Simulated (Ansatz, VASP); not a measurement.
This is a calculation of AlNi for VASP 6.6.1.

INCAR

```
SYSTEM = AlNi
PREC = Accurate
ENCUT = 520
EDIFF = 1E-6
ISMEAR = -1
SIGMA = 0.05
LREAL = .FALSE.
LASPH = .TRUE.
NELM = 150
ALGO = Normal
ISIF = 2
LWAVE = .FALSE.
LCHARG = .TRUE.
ISPIN = 2
MAGMOM = 1 0
LORBIT = 11
LMAXMIX = 4
GGA = CA
LELF = .TRUE.
LVHAR = .TRUE.
NBANDS = 18
```

KPOINTS

```
regular mesh
0
G
  11 11 7
  0 0 0
```

File POSCAR:

```
AlNi
1.0
    2.3458038479     -1.4220336112      0.0000000000
    2.3458038479      1.4220336112      0.0000000000
   -1.3830548326      0.0000000000      3.9569521865
Ni Al
1 1
Direct
    0.5000000000      0.5000000000      0.5000000000
    0.0000000000      0.0000000000      0.0000000000
```

Potentials or basis: VASP PAW LDA potentials, release 64 (Ni, Al).

Launch:

```bash
$ cat potpaw_LDA.64/Ni/POTCAR potpaw_LDA.64/Al/POTCAR > POTCAR
$ mpirun -np 1 vasp_std > vasp.out
```

Question: Set up the same calculation for Ansatz 0.2.0. Potentials there: Ansatz PAW.

Answer: As run (the cutoff follows the program's own potentials):

input.yaml

```yaml
crystal:
  lattice:
    - [2.3458038479, -1.4220336112, 0.0]
    - [2.3458038479, 1.4220336112, 0.0]
    - [-1.3830548326, 0.0, 3.9569521865]
  atoms:
    - { symbol: Ni, position: [0.5, 0.5, 0.5], spin: 1.0 }
    - { symbol: Al, position: [0.0, 0.0, 0.0] }
hamiltonian:
  xc: lda
  pseudopotentials: { kind: paw }
magnetization:
  spin_polarized: true
kpoints:
  mp_grid: { grid: [11, 11, 7] }
scf:
  occupations: { method: fermi_dirac, width: 0.05 }
output:
  forces: true
  stress: true
  eigenvalues: true
```

Potentials or basis: Ansatz PAW.

Run with:

```console
$ ansatz run input.yaml --threads 2 --pin off --max-ram 5632MiB --backend cpu --events-out ev --progress --plain --runs-dir out
```

Both were run:

|  | VASP | Ansatz | Ansatz less VASP |
| --- | --- | --- | --- |
| gap on the k mesh at the Fermi level (eV) | none | none | - |
| pressure (GPa) | -14.1 | -14.7 | -0.57 |
| traceless stress, the component that is largest in VASP (GPa) | -2.53 | -2.47 | +0.061 |
| net moment per atom (μB) | 0.00 | 0.00 | 0.000 |

LDA's correlation is that of Perdew and Zunger in VASP and of Perdew and Wang (1992) in Ansatz. A gap of «none» marks a metal or a gap that the smearing closes. VASP's potentials hold 13 valence electrons a cell and Ansatz's 21, so a difference there can come from the potentials and not from the codes.
